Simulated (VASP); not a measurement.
A run of VASP 6.6.1 is set up as follows.

Contents of INCAR:

```
  PREC = Accurate
  ENCUT = 500
  EDIFF = 1E-6
  ISMEAR = -1
  SIGMA = 0.05
  LREAL = F
  LASPH = T
  NELM = 120
  ALGO = Normal
  ISIF = 2
  LWAVE = F
  LCHARG = F
  GGA = PE
  NBANDS = 11
  GGA_COMPAT = F
```

KPOINTS

```
Automatic mesh
0
Gamma
  13 13 13
```

POSCAR

```
Pt
1.0
    0.0000000000      1.9390000000      1.9390000000
    1.9390000000      0.0000000000      1.9390000000
    1.9390000000      1.9390000000      0.0000000000
Pt
1
Direct
    0.0000000000      0.0000000000      0.0000000000
```

Potentials or basis: VASP PAW PBE potentials, release 64 (Pt).

The run is started by

```bash
$ cat potpaw_PBE.64/Pt/POTCAR > POTCAR
$ mpirun -np 1 vasp_std > vasp.out
```

**Question.** Predict the band gap on the k mesh.

**Answer.** Zero (band 5 reaches 12.38 eV, above the bottom of band 6 at 10.08 eV).

**Question.** What does it give for the pressure?

**Answer.** 20.6 GPa.

Caveat: spin-orbit coupling is left out, which moves the levels of the heavy elements.
